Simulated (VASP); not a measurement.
# TiCo (Pm-3m) in VASP: further runs, part 2 of 2

VASP 6.6.1. Earlier steps stand in the parts before.

### Step 3. Single point, PBE, collinear spin, ferromagnetic start

This run uses another cell than the first one, of 13.31 Å³/atom, 1.031 times its volume.

INCAR

```
SYSTEM = TiCo
ALGO     = Normal         ! electronic algorithm
EDIFF    = 1E-6           ! SCF threshold, eV
ENCUT    = 520            ! plane-wave cutoff, eV
GGA      = PE             ! functional
ISIF     = 2              ! what is computed and relaxed
ISMEAR   = 0              ! smearing method
ISPIN    = 2              ! spin polarisation
LASPH    = .TRUE.         ! aspherical terms in the spheres
LCHARG   = .FALSE.        ! write CHGCAR
LMAXMIX  = 4              ! l up to which the mixer works
LORBIT   = 11             ! projections on sites
LREAL    = .FALSE.        ! projectors in reciprocal space
LWAVE    = .FALSE.        ! write WAVECAR
MAGMOM   = 0 1.09         ! initial moments
NBANDS   = 22             ! bands
NELM     = 150            ! most SCF steps
PREC     = Accurate       ! precision mode
SIGMA    = 0.1            ! smearing width, eV
```

KPOINTS

```
k-points
0
G
  14 14 14
  0 0 0
```

POSCAR

```
TiCo
1.0
    2.9855872906      0.0000000000      0.0000000000
    0.0000000000      2.9855872906      0.0000000000
    0.0000000000      0.0000000000      2.9855872906
Ti Co
1 1
Direct
    0.0000000000      0.0000000000      0.0000000000
    0.5000000000      0.5000000000      0.5000000000
```

Potentials or basis: VASP PAW PBE potentials, release 64 (Ti_sv, Co).

Command:

```
> cat potpaw_PBE.64/Ti_sv/POTCAR potpaw_PBE.64/Co/POTCAR > POTCAR
> mpirun -np 1 vasp_std > vasp.out
```

Wall time 47 s (1 thread of Intel Xeon 6975P-C (Granite Rapids), shared host); peak memory 0.23 GiB.

The run converged. Its results:

* Free energy: -15.6786 eV
* Pressure: -0.5 GPa
* Net moment: 0.87 μB per cell
* Site moments: Ti -0.03; Co +0.95 μB
* Valence electrons inside the program's atomic spheres: Ti 10.29; Co 8.29

Levels at points of the mesh, in eV from the Fermi level:
Spin up:
```csv
k point,band 9,band 10,band 11,band 12,band 13,band 14
"(0.00, 0.00, 0.00)",-1.88,-1.88,0.48,0.48,2.68,2.68
"(0.50, 0.00, 0.00)",-1.99,-1.52,-0.68,-0.62,0.67,0.67
"(0.50, 0.50, 0.00)",-1.52,-0.79,0.64,0.64,1.11,2.45
"(0.50, 0.50, 0.50)",-2.07,-2.07,-1.49,-1.49,3.21,3.21
```
Spin down:
```
           k point  band 7  band 8  band 9  band 10  band 11  band 12  band 13  band 14
(0.00, 0.00, 0.00)   -3.50   -1.32   -1.32    -1.32     1.05     1.05     2.78     2.78
(0.50, 0.00, 0.00)   -1.85   -1.39   -1.39    -0.88    -0.79     0.61     0.68     0.68
(0.50, 0.50, 0.00)   -2.28   -2.28    0.02     0.31     0.61     0.61     1.27     2.64
(0.50, 0.50, 0.50)   -2.31   -2.07   -2.07    -2.07     0.05     0.05     3.14     3.14
```

### Step 4. Single point, PBE, collinear spin, ferromagnetic start (volume scaled by 1.03)

INCAR

```
  PREC = Accurate
  ENCUT = 520
  EDIFF = 1E-6
  ISMEAR = 0
  SIGMA = 0.1
  LREAL = False
  LASPH = True
  NELM = 150
  ALGO = Fast
  ISIF = 2
  LWAVE = False
  LCHARG = False
  ISPIN = 2
  MAGMOM = 0 1.09
  LORBIT = 11
  LMAXMIX = 4
  GGA = PE
  NBANDS = 22
```

KPOINTS

```
regular mesh
0
Gamma
  14 14 14
```

POSCAR

```
TiCo
1.0
    3.0151494834      0.0000000000      0.0000000000
    0.0000000000      3.0151494834      0.0000000000
    0.0000000000      0.0000000000      3.0151494834
Ti Co
1 1
Direct
    0.0000000000      0.0000000000      0.0000000000
    0.5000000000      0.5000000000      0.5000000000
```

Potentials or basis: VASP PAW PBE potentials, release 64 (Ti_sv, Co).

Command:

```
> cat potpaw_PBE.64/Ti_sv/POTCAR potpaw_PBE.64/Co/POTCAR > POTCAR
> mpirun -np 1 vasp_std > vasp.out
```

OUTCAR:

```text
PREC = Accurate
   ENCUT = 520
   EDIFF = 1E-6
   ISMEAR = 0
   LREAL = False
   LASPH = True
   NELM = 150
   ISIF = 2
   ISPIN = 2
   LORBIT = 11
   GGA = PE

 ion  position               nearest neighbor table
   1  0.000  0.000  0.000-   2 2.61   2 2.61   2 2.61   2 2.61   2 2.61   2 2.61   2 2.61   2 2.61

   2  0.500  0.500  0.500-   1 2.61   1 2.61   1 2.61   1 2.61   1 2.61   1 2.61   1 2.61   1 2.61

  LATTYP: Found a simple cubic cell.
 ALAT       =     3.0151494834

  Lattice vectors:

 A1 = (   3.0151494834,   0.0000000000,   0.0000000000)
 A2 = (   0.0000000000,   3.0151494834,   0.0000000000)
[... 1416 lines left out ...]

 VOLUME and BASIS-vectors are now :
 -----------------------------------------------------------------------------
  energy-cutoff  :      520.00
  volume of cell :       27.41
      direct lattice vectors                 reciprocal lattice vectors
     3.015149483  0.000000000  0.000000000     0.331658515  0.000000000  0.000000000
     0.000000000  3.015149483  0.000000000     0.000000000  0.331658515  0.000000000
     0.000000000  0.000000000  3.015149483     0.000000000  0.000000000  0.331658515

 POSITION                                       TOTAL-FORCE (eV/Angst)
 -----------------------------------------------------------------------------------
      0.00000      0.00000      0.00000         0.000000      0.000000      0.000000
      1.50757      1.50757      1.50757         0.000000      0.000000      0.000000
 -----------------------------------------------------------------------------------
    total drift:                                0.000000      0.000000     -0.000000

  FREE ENERGIE OF THE ION-ELECTRON SYSTEM (eV)
  ---------------------------------------------------
  free  energy   TOTEN  =       -15.6648605990 eV

  energy  without entropy=      -15.6555711377  energy(sigma->0) =      -15.66021587

 total charge

# of ion       s       p       d       tot
------------------------------------------
    1        2.241   6.170   1.835  10.246
    2        0.515   0.443   7.280   8.239
--------------------------------------------------
tot          2.756   6.613   9.116  18.485

 magnetization (x)

# of ion       s       p       d       tot
------------------------------------------
    1       -0.003  -0.014  -0.035  -0.051
    2        0.029  -0.006   0.987   1.010
--------------------------------------------------
tot          0.026  -0.020   0.952   0.959
```

It took 59 s on 1 thread of Intel Xeon 6975P-C (Granite Rapids), shared host; peak memory 0.23 GiB.

What came out:

```yaml
Free_energy: -15.6649 eV
Pressure: -5.3 GPa
Net_moment: 0.90 μB per cell
Site_moments: Ti -0.05; Co +1.01 μB
Valence_electrons_inside_the_program's_atomic_spheres: Ti 10.25; Co 8.24
```

Levels at points of the mesh, in eV from the Fermi level:
Spin up:
```tsv
k point	band 7	band 8	band 9	band 10	band 11	band 12	band 13	band 14	band 15	band 16
(0.00, 0.00, 0.00)	-4.04	-1.84	-1.84	-1.84	0.46	0.46	2.59	2.59	2.59	8.73
(0.50, 0.00, 0.00)	-3.04	-1.95	-1.95	-1.50	-0.68	-0.61	0.68	0.68	2.18	3.77
(0.50, 0.50, 0.00)	-2.64	-2.64	-1.54	-0.81	0.62	0.62	1.08	2.36	2.36	3.04
(0.50, 0.50, 0.50)	-2.73	-1.97	-1.97	-1.97	-1.51	-1.51	3.11	3.11	6.69	8.09
```
Spin down:
| k point | band 8 | band 9 | band 10 | band 11 | band 12 | band 13 |
| --- | --- | --- | --- | --- | --- | --- |
| (0.00, 0.00, 0.00) | -1.24 | -1.24 | -1.24 | 1.04 | 1.04 | 2.67 |
| (0.50, 0.00, 0.00) | -1.32 | -1.32 | -0.82 | -0.74 | 0.62 | 0.67 |
| (0.50, 0.50, 0.00) | -2.17 | 0.08 | 0.34 | 0.57 | 0.57 | 1.23 |
| (0.50, 0.50, 0.50) | -1.99 | -1.99 | -1.99 | 0.11 | 0.11 | 3.02 |

Caveat: the cell differs from its parent crystal (volume scaled by 1.03).

### Step 5. The runs side by side

```tsv
cell	gap on the mesh (eV)	pressure (GPa)	moment (μB)
a = 2.955 Å, 2 atoms	none	4.6	0.82
a = 2.986 Å, 2 atoms	none	-0.5	0.87
a = 3.015 Å, 2 atoms	none	-5.3	0.90
```

Alike in all rows: task single point; level PBE; potentials or basis VASP PAW PBE potentials, release 64 (Ti_sv, Co); spin collinear, ferromagnetic start; k mesh 14 × 14 × 14; cutoff (eV) 520; smearing gaussian 0.1 eV.

Absolute energies hang on the potentials; compare differences alone.
